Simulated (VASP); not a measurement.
# ZrNbSe3 (P-6m2) in VASP: a series of runs, part 2 of 2

VASP 6.6.1. The steps go on from the part before.

**4. Single point, PBE, collinear spin**

This run uses another cell than the first one, of 25.63 Å³/atom, 1.022 times its volume.

Contents of INCAR:

```
SYSTEM = ZrNbSe3
ALGO = Normal ; EDIFF = 1E-6
ENCUT = 520 ; GGA = PE
ISIF = 2 ; ISMEAR = 0
ISPIN = 2 ; LASPH = .True.
LCHARG = .False. ; LMAXMIX = 4
LORBIT = 11 ; LREAL = .False.
LWAVE = .False. ; MAGMOM = 0.65 0.14 0 0 -0.03
NBANDS = 34 ; NELM = 150
PREC = Accurate ; SIGMA = 0.1
```

Contents of KPOINTS:

```
k-points
0
Gamma
  6 6 4
  0 0 0
```

Contents of POSCAR:

```
ZrNbSe3
1.0
    4.6563846500      0.0000000000      0.0000000000
   -2.3281923300      4.0325474000      0.0000000000
    0.0000000000      0.0000000000      6.8243297600
Zr Nb Se
1 1 3
Direct
    0.3333333300      0.6666666700      0.0000000000
    0.6666666700      0.3333333300      0.5000000000
    0.6666666700      0.3333333300      0.2139815100
    0.6666666700      0.3333333300      0.7860184900
    0.0000000000      0.0000000000      0.5000000000
```

Potentials or basis: VASP PAW PBE potentials, release 64 (Zr_sv, Nb_sv, Se).

Started as:

```sh
$ cat potpaw_PBE.64/Zr_sv/POTCAR potpaw_PBE.64/Nb_sv/POTCAR potpaw_PBE.64/Se/POTCAR > POTCAR
$ mpirun -np 1 vasp_std > vasp.out
```

OUTCAR:

```text
SYSTEM = ZrNbSe3
   EDIFF = 1E-6
   ENCUT = 520
   GGA = PE
   ISIF = 2
   ISMEAR = 0
   ISPIN = 2
   LASPH = .True.
   LORBIT = 11
   LREAL = .False.
   NELM = 150
   PREC = Accurate

 ion  position               nearest neighbor table
   1  0.333  0.667  0.000-   4 3.06   3 3.06   4 3.06   3 3.06   4 3.06   3 3.06
   2  0.667  0.333  0.500-   3 1.95   4 1.95   5 2.69   5 2.69   5 2.69
   3  0.667  0.333  0.214-   2 1.95   1 3.06   1 3.06   1 3.06
   4  0.667  0.333  0.786-   2 1.95   1 3.06   1 3.06   1 3.06
   5  0.000  0.000  0.500-   2 2.69   2 2.69   2 2.69

  LATTYP: Found a hexagonal cell.
 ALAT       =     4.6563846500
 C/A-ratio  =     1.4655854859

  Lattice vectors:

 A1 = (   4.6563846500,   0.0000000000,   0.0000000000)
 A2 = (  -2.3281923300,   4.0325474000,   0.0000000000)
 A3 = (   0.0000000000,   0.0000000000,   6.8243297600)

Analysis of symmetry for initial positions (statically):
=====================================================================
 Subroutine PRICEL returns:
 Original cell was already a primitive cell.

 Routine SETGRP: Setting up the symmetry group for a
 hexagonal supercell.

 Subroutine GETGRP returns: Found 12 space group operations
 (whereof 12 operations were pure point group operations)
 out of a pool of 24 trial point group operations.

The static configuration has the point symmetry D_3h.

Analysis of symmetry for dynamics (positions and initial velocities):
=====================================================================
 Subroutine PRICEL returns:
 Original cell was already a primitive cell.

 Routine SETGRP: Setting up the symmetry group for a
 hexagonal supercell.

 Subroutine GETGRP returns: Found 12 space group operations
 (whereof 12 operations were pure point group operations)
 out of a pool of 24 trial point group operations.

The dynamic configuration has the point symmetry D_3h.

[... 165 lines left out ...]
 val. band max:        5.6373104922   @ k =   0.3333   0.3333   0.2500
 cond. band min:       5.6702126003   @ k =   0.1667   0.1667   0.5000
 fundamental gap:      0.0329021081
 Fermi energy:         5.6513247757

 spin component 1

 k-point     1 :       0.0000    0.0000    0.0000
  band No.  band energies     occupation
      1     -49.7495      1.00000
      2     -44.8266      1.00000
      3     -27.3659      1.00000
      4     -25.7142      1.00000
      5     -25.7142      1.00000
      6     -22.9110      1.00000
[... 745 lines left out ...]
     32      11.5164      0.00000
     33      11.6700      0.00000
 Fermi energy:         5.6513247757

 spin component 2

 k-point     1 :       0.0000    0.0000    0.0000
  band No.  band energies     occupation
      1     -49.5952      1.00000
      2     -44.4493      1.00000
      3     -27.1461      1.00000
      4     -25.5683      1.00000
      5     -25.5683      1.00000
      6     -22.4355      1.00000
[... 745 lines left out ...]
     32      11.7261      0.00000
     33      11.8341      0.00000
 [bands above 33 left out]

------------------------ aborting loop because EDIFF is reached ----------------------------------------

  FORCE on cell =-STRESS in cart. coord.  units (eV):
  Direction    XX          YY          ZZ          XY          YZ          ZX
  --------------------------------------------------------------------------------------
  -------------------------------------------------------------------------------------
  Total       -8.1543991     -8.1543991     72.1592695      0.0000000      0.0000000      0.0000000
  in kB     -101.9563342   -101.9563344    902.2240014      0.0000001      0.0000000      0.0000000
  external PRESSURE =     232.7704443 kB  Pullay stress =       0.0000000 kB

 VOLUME and BASIS-vectors are now :
 -----------------------------------------------------------------------------
  energy-cutoff  :      520.00
  volume of cell :      128.14
      direct lattice vectors                 reciprocal lattice vectors
     4.656384650  0.000000000  0.000000000     0.214758890  0.123991103  0.000000000
    -2.328192330  4.032547400  0.000000000     0.000000000  0.247982206  0.000000000
     0.000000000  0.000000000  6.824329760     0.000000000  0.000000000  0.146534537

 POSITION                                       TOTAL-FORCE (eV/Angst)
 -----------------------------------------------------------------------------------
     -0.00000      2.68836      0.00000        -0.000000      0.000000      0.000000
      2.32819      1.34418      3.41216         0.000000     -0.000000      0.000000
      2.32819      1.34418      1.46028         0.000000     -0.000000    -18.318164
      2.32819      1.34418      5.36405         0.000000     -0.000000     18.318164
      0.00000      0.00000      3.41216        -0.000000      0.000000      0.000000
 -----------------------------------------------------------------------------------
    total drift:                               -0.000036      0.000021      0.000000

  FREE ENERGIE OF THE ION-ELECTRON SYSTEM (eV)
  ---------------------------------------------------
  free  energy   TOTEN  =       -22.5287427152 eV

  energy  without entropy=      -22.5098082191  energy(sigma->0) =      -22.51927547

 total charge

# of ion       s       p       d       tot
------------------------------------------
    1        2.098   5.913   1.579   9.590
    2        2.224   6.096   3.175  11.495
    3        1.510   2.461   0.153   4.123
    4        1.510   2.461   0.153   4.123
    5        1.444   2.372   0.039   3.855
--------------------------------------------------
tot          8.785  19.303   5.099  33.187

 magnetization (x)

# of ion       s       p       d       tot
------------------------------------------
    1        0.008   0.006   0.570   0.584
    2        0.002   0.007   0.229   0.239
    3       -0.001  -0.020   0.019  -0.001
    4       -0.001  -0.020   0.019  -0.001
    5       -0.001  -0.022   0.001  -0.022
--------------------------------------------------
tot          0.006  -0.048   0.839   0.798
```

Run time: 2.2 min. Hardware: 1 thread of Intel Xeon 6975P-C (Granite Rapids), shared host; peak memory 0.38 GiB.

Results:

- Free energy: -22.5287 eV
- Pressure: 23.3 GPa
- Largest force: 18.318 eV/Å
- Net moment: 1.13 μB per cell
- Site moments: Zr +0.58; Nb +0.24; Se -0.00, -0.02 μB
- Valence electrons inside the program's atomic spheres: Zr 9.59; Nb 11.49; Se 4.12, 3.85

Forces on the atoms (eV/Å):
```
Zr    0.000   0.000   0.000
Nb    0.000   0.000   0.000
Se    0.000   0.000 -18.318
Se    0.000   0.000  18.318
Se    0.000   0.000   0.000
```

Caveat: forces of over 1 eV/Å act on the atoms, so gaps and moduli don't describe the material at rest.

**5. Overview**

```tsv
spin	cell	k mesh	gap on the mesh (eV)	pressure (GPa)	moment (μB)	largest force (eV/Å)
collinear, zero start	a = 4.138, b = 4.138, c = 8.460 Å, angles 90.0, 90.0, 120.0°, 5 atoms	6 × 6 × 4	none	0.1	0.00	0.01
off	a = 4.142, b = 4.142, c = 8.460 Å, angles 90.0, 90.0, 120.0°, 5 atoms	12 × 12 × 6	none	0.0	-	0.01
collinear	a = 4.656, b = 4.656, c = 6.824 Å, angles 90.0, 90.0, 120.0°, 5 atoms	6 × 6 × 4	none	23.3	1.13	18.32
```

Alike in all rows: task single point; level PBE; potentials or basis VASP PAW PBE potentials, release 64 (Zr_sv, Nb_sv, Se); cutoff (eV) 520; smearing gaussian 0.1 eV.

Caveats: forces of over 1 eV/Å act on the atoms, so gaps and moduli don't describe the material at rest (some runs).

Total energies depend on the potentials used, so only differences within one code and one set of settings carry meaning.
